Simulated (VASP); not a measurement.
Set up this calculation in VASP 6.6.1, as the native input.

* Task: single point
* Functional: PBE
* Potentials or basis: VASP PAW PBE potentials, release 64 (C)
* Cutoff: 520 eV
* k mesh: 10 × 10 × 2
* Occupations: gaussian, width 0.05 eV
* Spin: no spin polarisation
* Dipole correction: no
* Further INCAR settings: ALGO = Normal; EDIFF = 1e-06; NBANDS = 36; ISYM = 0

The structure of C lies in POSCAR:

```
C
1.0
    1.7857375322     -1.7857375322      0.0000000000
    1.7857375322      0.0000000000     -1.7857375322
    9.2263105830      6.5477042847      5.6548355186
C
12
Direct
    0.5763777778      0.4409444444      0.2708666667
   -0.0347333333     -0.0868333333      0.1042000000
    0.1874888889     -0.0312777778      0.4375333333
    0.4097111111      0.0242777778      0.7708666667
    0.7986000000      0.4965000000      0.6042000000
    0.0208222222     -0.4479444444      0.9375333333
    0.5347111111      0.3367777778      0.3958666667
    0.9236000000      0.8090000000      0.2292000000
    0.1458222222     -0.1354444444      0.5625333333
    0.3680444444     -0.0798888889      0.8958666667
   -0.2430666667     -0.6076666667      0.7292000000
    0.3124888889      0.2812222222      0.0625333333
```

This cell differs from its parent crystal: layers slid over each other.

These files were run (other wordings do the same):

INCAR

```
SYSTEM = C
ALGO = Normal
EDIFF = 1E-6
ENCUT = 520
GGA = PE
ISIF = 2
ISMEAR = 0
ISYM = 0
LASPH = .True.
LCHARG = .False.
LREAL = .False.
LWAVE = .False.
NBANDS = 36
NELM = 100
PREC = Accurate
SIGMA = 0.05
```

KPOINTS

```
k-points
0
Gamma
  10 10 2
  0 0 0
```

Potentials or basis: VASP PAW PBE potentials, release 64 (C).

Launch:

```bash
$ cat potpaw_PBE.64/C/POTCAR > POTCAR
$ mpirun -np 1 vasp_std > vasp.out
```

It gave:

```yaml
Pressure: 1.2 GPa
Largest_force: 4.651 eV/Å
Band_gap_on_the_k_mesh: 0.79 eV (least direct gap 2.55 eV)
```

Caveat: the cell differs from its parent crystal (layers slid over each other); forces of over 1 eV/Å act on the atoms, so gaps and moduli don't describe the material at rest.

Run time: 3 min on 1 thread of AMD EPYC 9R45 96-Core Processor (Zen 5), on a shared host, peak memory 0.26 GiB.
